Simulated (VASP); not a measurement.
Runs of VASP 6.6.1 on CaO. The structure is that of space group Fm-3m (No. 225), or close to it. The cells are those of the table. 

```tsv
task	level	cell	cutoff (eV)	smearing	gap on the mesh (eV)	pressure (GPa)
single point	PBE	a = 3.346 Å, angles 60.0°, 2 atoms	520	gaussian 0.02 eV	3.62	8.2
single point	PBE	a = 3.382 Å, angles 60.0°, 2 atoms	520	gaussian 0.02 eV	3.63	4.0
single point	PBE	a = 3.450 Å, angles 60.0°, 2 atoms	520	gaussian 0.02 eV	3.64	-2.5
single point	PBE	a = 3.274 Å, angles 60.0°, 2 atoms	520	gaussian 0.02 eV	(a)	(b)
single point	PBE	a = 3.310 Å, angles 60.0°, 2 atoms	520	gaussian 0.02 eV	3.60	13.0
single point	r2SCAN	a = 3.416 Å, angles 60.0°, 2 atoms	520	gaussian 0.02 eV	4.19	-1.5
single point	PBE	a = 3.526 Å, angles 60.0°, 2 atoms	520	gaussian 0.02 eV	3.64	-7.8
single point	PBE	a = 3.416 Å, angles 60.0°, 2 atoms	520	gaussian 0.02 eV	3.64	0.5
single point	PBE	a = 3.483 Å, angles 60.0°, 2 atoms	520	gaussian 0.02 eV	3.64	-5.0
relaxation of cell and atoms	PBE	relaxed from a = 3.415 Å, angles 60.0°, 2 atoms	600	gaussian 0.02 eV	3.64	0.0
```

Alike in all rows: potentials or basis VASP PAW PBE potentials, release 64 (Ca_sv, O); no spin polarisation; k mesh 8 × 8 × 8.

Task: Fill in the values left out.

Result: (a) 3.57; (b) 18.8.

Caveats: the PAW data sets were made with another functional, which shifts forces and pressure a little (some runs).

A k mesh can miss the band edges.
